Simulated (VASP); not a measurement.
A run of VASP 6.6.1 is set up as follows.

INCAR

```
PREC = Accurate
ENCUT = 600
EDIFF = 1E-6
ISMEAR = 0
SIGMA = 0.1
LREAL = F
LASPH = T
NELM = 100
ALGO = Normal
ISIF = 3
LWAVE = F
LCHARG = F
GGA = PE
IBRION = 2
NSW = 90
EDIFFG = -0.04
```

Contents of KPOINTS:

```
Automatic mesh
0
Gamma
  4 4 4
```

File POSCAR:

```
Ba2SnF6
1.0
    0.0000000000      4.6602284200      4.6602284200
    4.6602284200      0.0000000000      4.6602284200
    4.6602284200      4.6602284200      0.0000000000
Ba Sn F
2 1 6
Direct
    0.2500000000      0.2500000000      0.2500000000
    0.7500000000      0.7500000000      0.7500000000
    0.5000000000      0.5000000000      0.5000000000
    0.1956251800      0.8043748200      0.8043748200
    0.8043748200      0.1956251800      0.1956251800
    0.8043748200      0.1956251800      0.8043748200
    0.1956251800      0.8043748200      0.1956251800
    0.8043748200      0.8043748200      0.1956251800
    0.1956251800      0.1956251800      0.8043748200
```

Potentials or basis: VASP PAW PBE potentials, release 64 (Ba_sv, Sn_d, F).

Command:

```bash
$ cat potpaw_PBE.64/Ba_sv/POTCAR potpaw_PBE.64/Sn_d/POTCAR potpaw_PBE.64/F/POTCAR > POTCAR
$ mpirun -np 1 vasp_std > vasp.out
```

(1) Predict the relaxed volume.

(2) What does it give for the band gap on the k mesh?

Results:

(1) 18.38 Å³/atom.

(2) 2.30 eV, indirect (least direct gap 2.94 eV).

Caveat: the volume moved by over 15 % at a fixed basis, so the end points are rough; spin-orbit coupling is left out, which moves the levels of the heavy elements.
